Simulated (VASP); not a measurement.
Wanted: the native input for a VASP 6.6.1 run.

```
Task                   : relaxation of cell and atoms
Functional             : PBE
Potentials or basis    : VASP PAW PBE potentials, release 64 (Y_sv, Nb_sv, Tl_d)
Cutoff                 : 600 eV
k mesh                 : 4 × 4 × 4
Occupations            : gaussian, width 0.1 eV
Spin                   : no spin polarisation
Dipole correction      : no
Further INCAR settings : ALGO = Normal; EDIFF = 1e-06; IBRION = 2; EDIFFG = -0.04; NSW = 90; ISIF = 3
```

The structure of YNbTl lies in POSCAR:

```
YNbTl
1.0
    4.0445035500      0.0000000000      0.0000000000
    0.0000000000      4.0445035500      0.0000000000
    0.0000000000      0.0000000000      5.3072504300
Y Nb Tl
1 1 1
Direct
    0.5000000000      0.5000000000      0.0000000000
    0.0000000000      0.0000000000      0.0000000000
    0.5000000000      0.5000000000      0.5000000000
```

One way to write it, as run:

INCAR

```
PREC     = Accurate       # precision mode
ENCUT    = 600            # plane-wave cutoff, eV
EDIFF    = 1E-6           # SCF threshold, eV
ISMEAR   = 0              # smearing method
SIGMA    = 0.1            # smearing width, eV
LREAL    = F              # projectors in reciprocal space
LASPH    = T              # aspherical terms in the spheres
NELM     = 100            # most SCF steps
ALGO     = Normal         # electronic algorithm
ISIF     = 3              # what is computed and relaxed
LWAVE    = F              # write WAVECAR
LCHARG   = F              # write CHGCAR
GGA      = PE             # functional
IBRION   = 2              # ionic algorithm
NSW      = 90             # ionic steps
EDIFFG   = -0.04          # ionic threshold
```

KPOINTS

```
Automatic mesh
0
Gamma
  4 4 4
```

Potentials or basis: VASP PAW PBE potentials, release 64 (Y_sv, Nb_sv, Tl_d).

The run is started by

```sh
$ cat potpaw_PBE.64/Y_sv/POTCAR potpaw_PBE.64/Nb_sv/POTCAR potpaw_PBE.64/Tl_d/POTCAR > POTCAR
$ mpirun -np 1 vasp_std > vasp.out
```

It gave:

```json
{
  "Relaxed volume": "32.98 Å³/atom",
  "Relaxed cell": "a = 3.991 Å, b = 3.991 Å, c = 6.211 Å, α = 90.00°, β = 90.00°, γ = 90.00°",
  "Space group after relaxing (to 0.05 Å)": "P4/mmm (No. 123)",
  "Energy gained by relaxing": "300.1 meV/atom",
  "Ionic steps": "4",
  "Pressure after relaxing": "0.0 GPa"
}
```

Caveat: the k points lie up to 0.39 Å⁻¹ apart in the final cell.

Run time: 3.1 min on 1 thread of Intel(R) Xeon(R) Platinum 8488C (Sapphire Rapids) (shared host), peak memory 0.25 GiB.
